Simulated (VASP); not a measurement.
# Ta (Im-3m) in VASP: further runs

Ta is run at these levels: r2SCAN; tasks: single point, relaxation of volume and atoms at fixed shape.

All numbers are computed with VASP 6.6.1; they aren't measurements. Logs are shortened: lines on timing, memory, paths and dates and some standing lists are left out, and cuts for length are marked.

## (1) The cell of the first run

Symmetry: Im-3m, No. 229, cubic system. The conventional cell has a = 3.313 Å, b = 3.313 Å, c = 3.313 Å, α = 90.00°, β = 90.00°, γ = 90.00°. Ta (site symmetry m-3m) has 14 Ta at 2.87 to 3.31 Å within 3.8 Å.

## (2) Single point, r2SCAN

The input, POSCAR:

```
Ta
1.0
   -1.6563690796      1.6563690796      1.6563690796
    1.6563690796     -1.6563690796      1.6563690796
    1.6563690796      1.6563690796     -1.6563690796
Ta
1
Direct
    0.0000000000      0.0000000000      0.0000000000
```

The input, INCAR.step1:

```
PREC = Accurate
ENCUT = 550
ISMEAR = -1
SIGMA = 0.05
LREAL = F
LASPH = T
NELM = 120
NBANDS = 12
GGA = PE
ALGO = Normal
EDIFF = 1E-5
LWAVE = T
LCHARG = F
GGA_COMPAT = F
```

The input, INCAR.step2:

```
PREC = Accurate
ENCUT = 550
EDIFF = 1E-6
ISMEAR = -1
SIGMA = 0.05
LREAL = F
LASPH = T
NELM = 120
ALGO = Normal
ISIF = 2
LWAVE = F
LCHARG = F
METAGGA = R2SCAN
LMIXTAU = T
NBANDS = 12
ISTART = 1
GGA_COMPAT = F
```

The input, KPOINTS:

```
regular mesh
0
Gamma
  9 9 9
```

Potentials or basis: VASP PAW PBE potentials, release 64 (Ta_pv).

Launch:

```
$ cat potpaw_PBE.64/Ta_pv/POTCAR > POTCAR
$ cp INCAR.step1 INCAR
$ mpirun -np 1 vasp_std > vasp.out
$ cp INCAR.step2 INCAR
$ mpirun -np 1 vasp_std > vasp.out
```

OUTCAR:

```text
PREC = Accurate
   ENCUT = 550
   EDIFF = 1E-6
   ISMEAR = -1
   LREAL = F
   LASPH = T
   NELM = 120
   ISIF = 2
   METAGGA = R2SCAN
   ISTART = 1

 ion  position               nearest neighbor table
   1  0.000  0.000  0.000-

  LATTYP: Found a body centered cubic cell.
 ALAT       =     3.3127381592

  Lattice vectors:

 A1 = (  -1.6563690796,   1.6563690796,   1.6563690796)
 A2 = (   1.6563690796,  -1.6563690796,   1.6563690796)
 A3 = (   1.6563690796,   1.6563690796,  -1.6563690796)

Analysis of symmetry for initial positions (statically):
=====================================================================
 Subroutine PRICEL returns:
 Original cell was already a primitive cell.

 Routine SETGRP: Setting up the symmetry group for a
 body centered cubic supercell.

 Subroutine GETGRP returns: Found 48 space group operations
 (whereof 48 operations were pure point group operations)
 out of a pool of 48 trial point group operations.

The static configuration has the point symmetry O_h .

Analysis of symmetry for dynamics (positions and initial velocities):
=====================================================================
 Subroutine PRICEL returns:
 Original cell was already a primitive cell.

 Routine SETGRP: Setting up the symmetry group for a
 body centered cubic supercell.

 Subroutine GETGRP returns: Found 48 space group operations
 (whereof 48 operations were pure point group operations)
 out of a pool of 48 trial point group operations.

The dynamic configuration has the point symmetry O_h .

 Subroutine INISYM returns: Found 48 space group operations
 (whereof 48 operations are pure point group operations),
 and found     1 'primitive' translations

----------------------------------------------------------------------------------------

                                     Primitive cell

  volume of cell :      18.1774

  direct lattice vectors                    reciprocal lattice vectors
    -1.656369080  1.656369080  1.656369080     0.000000000  0.301865089  0.301865089
     1.656369080 -1.656369080  1.656369080     0.301865089  0.000000000  0.301865089
     1.656369080  1.656369080 -1.656369080     0.301865089  0.301865089  0.000000000

  length of vectors
     2.868915402  2.868915402  2.868915402     0.426901703  0.426901703  0.426901703

  position of ions in fractional coordinates (direct lattice)
     0.000000000  0.000000000  0.000000000

  ion indices of the primitive-cell ions
   primitive index   ion index
                 1           1

----------------------------------------------------------------------------------------

 KPOINTS: regular mesh

Automatic generation of k-mesh.
 Grid dimensions read from file:
 generate k-points for:    9    9    9

 Generating k-lattice:

  Cartesian coordinates                     Fractional coordinates (reciprocal lattice)
     0.000000000  0.033540565  0.033540565     0.111111111  0.000000000  0.000000000
     0.033540565  0.000000000  0.033540565     0.000000000  0.111111111  0.000000000
     0.033540565  0.033540565  0.000000000     0.000000000  0.000000000  0.111111111

  Length of vectors
     0.047433523  0.047433523  0.047433523

  Shift w.r.t. Gamma in fractional coordinates (k-lattice)
     0.000000000  0.000000000  0.000000000

 Subroutine IBZKPT returns following result:
 ===========================================

 Found     35 irreducible k-points:

 Following reciprocal coordinates:
            Coordinates               Weight
  0.000000  0.000000  0.000000      1.000000
  0.111111  0.000000  0.000000     12.000000
  0.222222  0.000000  0.000000     12.000000
  0.333333  0.000000  0.000000     12.000000
  0.444444  0.000000  0.000000     12.000000
  0.111111  0.111111  0.000000     24.000000
[... 16 lines left out ...]
 -0.333333  0.444444  0.111111     48.000000
 -0.444444 -0.444444  0.111111     24.000000
 [... further k-points ...]
   k-points           NKPTS =     35   k-points in BZ     NKDIM =     35   number of bands    NBANDS=     12
   number of dos      NEDOS =    301   number of ions     NIONS =      1
   total plane-waves  NPLWV =  13824
   dimension x,y,z NGX =    24 NGY =   24 NGZ =   24
   dimension x,y,z NGXF=    48 NGYF=   48 NGZF=   48
   ions per type =               1
   NGX,Y,Z   is equivalent  to a cutoff of  13.91, 13.91, 13.91 a.u.
   NGXF,Y,Z  is equivalent  to a cutoff of  27.81, 27.81, 27.81 a.u.
 SYSTEM =  unknown system
   PREC   = accura    normal or accurate (medium, high low for compatibility)
   ISTART =      1    job   : 0-new  1-cont  2-samecut
   ICHARG =      0    charge: 1-file 2-atom 10-const
   ISPIN  =      1    spin polarized calculation?
   LNONCOLLINEAR =      F non collinear calculations
   LSORBIT =      F    spin-orbit coupling
   LASPH  =      T    aspherical Exc in radial PAW
   ENCUT  =  550.0 eV  40.42 Ry    6.36 a.u.   5.49  5.49  5.49*2*pi/ulx,y,z
   NELM   =    120;   NELMIN=  2; NELMDL=  0     # of ELM steps
   EDIFF  = 0.1E-05   stopping-criterion for ELM
   LREAL  =      F    real-space projection
   EDIFFG = 0.1E-04   stopping-criterion for IOM
   NSW    =      0    number of steps for IOM
   IBRION =     -1    ionic relax: 0-MD 1-quasi-New 2-CG
   NFREE  =      0    steps in history (QN), initial steepest desc. (CG)
   ISIF   =      2    stress and relaxation
   ISYM   =      2    0-nonsym 1-usesym 2-fastsym
   POTIM  = 0.5000    time-step for ionic-motion
   TEBEG  =    0.0;   TEEND  =   0.0 temperature during run
   PSTRESS=    0.0 pullay stress
   NELECT =      11.0000    total number of electrons
   NUPDOWN=      -1.0000    fix difference up-down
   EMIN   =  10.00;   EMAX   =-10.00  energy-range for DOS
   EFERMI =   0.00;   METHOD = LEGACY
   ISMEAR =    -1;   SIGMA  =   0.05  broadening in eV -4-tet -1-fermi 0-gaus
   EFERMI_NEDOS =   21; number of points for ismear=-14 and -15
   IALGO  =     38    algorithm
   IMIX   =      4    mixing-type and parameters
     AMIX     =   0.40;   BMIX     =  1.00
     AMIX_MAG =   1.60;   BMIX_MAG =  1.00
  volume/ion in A,a.u.               =      18.18       122.67
  Fermi-wavevector in a.u.,A,eV,Ry     =   1.384720  2.616741 26.088482  1.917449
  Thomas-Fermi vector in A             =   2.509198
   LORBIT       =      0    0 simple, 1 ext, 2 COOP (PROOUT), +10 PAW based schemes
   METAGGA = R2SCAN    functional components
   LHFCALC =     F    Hartree Fock is set to
   AEXX    =    0.0000 exact exchange contribution
   IVDW    =     0    specifies the selected vdW correction
   LEPSILON=     F    determine dielectric tensor
   LRPA    =     F    only Hartree local field effects (RPA)
 non-spin polarized calculation
  energy-cutoff  :      550.00
  volume of cell :       18.18
 maximum number of plane-waves:       555
 NGX is ok and might be reduce to    24
   NGX = 11   NGY = 11   NGZ = 11

 number of electron      11.0000001 magnetization

 Free energy of the ion-electron system (eV)
  ---------------------------------------------------
  ext. energy  EPLUGINS =         0.00000000
  ---------------------------------------------------
  free energy    TOTEN  =       -48.57121628 eV

  energy without entropy =      -48.55436285  energy(sigma->0) =      -48.56278956

 E-fermi :   5.2904     XC(G=0): -13.7211

 val. band max:        5.2842941377   @ k =   0.1111   0.1111   0.0000
 cond. band min:       5.2910268721   @ k =   0.3333   0.1111   0.1111
 fundamental gap:      0.0067327344
 Fermi energy:         5.2903665990

 k-point     1 :       0.0000    0.0000    0.0000
  band No.  band energies     occupation
      1     -29.0343      2.00000
      2     -29.0343      2.00000
      3     -29.0343      2.00000
      4      -3.0422      2.00000
      5       6.0852      0.00000
      6       6.0852      0.00000
      7       6.0852      0.00000
      8       9.5340      0.00000
      9       9.5340      0.00000
     10      17.2619      0.00000
     11      20.9851      0.00000
     12      20.9851      0.00000

 k-point     2 :       0.1111    0.0000    0.0000
  band No.  band energies     occupation
      1     -29.1855      2.00000
      2     -29.0805      2.00000
      3     -29.0351      2.00000
      4      -2.4851      2.00000
      5       5.7300      0.00030
      6       5.9391      0.00000
      7       6.6341      0.00000
      8       9.0510      0.00000
      9       9.5386      0.00000
     10      17.2618      0.00000
     11      21.4315      0.00000
     12      21.9656      0.00000

 k-point     3 :       0.2222    0.0000    0.0000
  band No.  band energies     occupation
      1     -29.5539      2.00000
      2     -29.1959      2.00000
      3     -29.0373      2.00000
      4      -1.0617      2.00000
      5       4.9462      1.99795
      6       5.3273      0.64681
      7       8.2085      0.00000
      8       8.8252      0.00000
      9       9.6513      0.00000
     10      17.2614      0.00000
     11      21.4579      0.00000
     12      23.1501      0.00000
[... 286 lines left out ...]
 k-point    23 :      -0.3333    0.4444    0.1111
  band No.  band energies     occupation
      1     -30.0195      2.00000
      2     -29.5400      2.00000
      3     -29.2261      2.00000
      4       1.8667      2.00000
      5       3.9390      2.00000
      6       5.0791      1.97121
      7       8.0262      0.00000
      8      10.4596      0.00000
      9      12.5530      0.00000
     10      17.2545      0.00000
     11      18.2523      0.00000
     12      21.7466      0.00000

 k-point    24 :      -0.4444   -0.4444    0.1111
  band No.  band energies     occupation
      1     -30.1076      2.00000
      2     -29.6015      2.00000
      3     -29.2253      2.00000
      4       1.9700      2.00000
      5       4.5098      2.00000
      6       4.5287      2.00000
      7       8.0611      0.00000
      8      11.3727      0.00000
      9      14.3226      0.00000
     10      16.4519      0.00000
     11      17.2755      0.00000
     12      20.3072      0.00000

 [... further k-points ...]

------------------------ aborting loop because EDIFF is reached ----------------------------------------

  FORCE on cell =-STRESS in cart. coord.  units (eV):
  Direction    XX          YY          ZZ          XY          YZ          ZX
  --------------------------------------------------------------------------------------
  -------------------------------------------------------------------------------------
  Total        0.0675626      0.0675626      0.0675626     -0.0000000     -0.0000000     -0.0000000
  in kB        5.9550510      5.9550510      5.9550510     -0.0000000     -0.0000000     -0.0000000
  external PRESSURE =       5.9550510 kB  Pullay stress =       0.0000000 kB

 VOLUME and BASIS-vectors are now :
 -----------------------------------------------------------------------------
  energy-cutoff  :      550.00
  volume of cell :       18.18
      direct lattice vectors                 reciprocal lattice vectors
    -1.656369080  1.656369080  1.656369080     0.000000000  0.301865089  0.301865089
     1.656369080 -1.656369080  1.656369080     0.301865089  0.000000000  0.301865089
     1.656369080  1.656369080 -1.656369080     0.301865089  0.301865089  0.000000000

 POSITION                                       TOTAL-FORCE (eV/Angst)
 -----------------------------------------------------------------------------------
      0.00000      0.00000      0.00000         0.000000      0.000000      0.000000
 -----------------------------------------------------------------------------------
    total drift:                               -0.000000      0.000000      0.000000

  FREE ENERGIE OF THE ION-ELECTRON SYSTEM (eV)
  ---------------------------------------------------
  free  energy   TOTEN  =       -48.5712162804 eV

  energy  without entropy=      -48.5543628451  energy(sigma->0) =      -48.56278956
```

It took 13 s on 1 thread of Intel Xeon 6975P-C (Granite Rapids), shared host; peak memory 0.15 GiB.

What came out:

| Quantity | Value |
| --- | --- |
| Free energy | -48.5712 eV |
| Pressure | 0.6 GPa |
| Band gap on the k mesh | zero (an odd number of electrons rules out a gap without spin polarisation) |

Caveat: the PAW data sets were made with another functional, which shifts forces and pressure a little; spin-orbit coupling is left out, which moves the levels of the heavy elements.

[end of part 1 of 2]
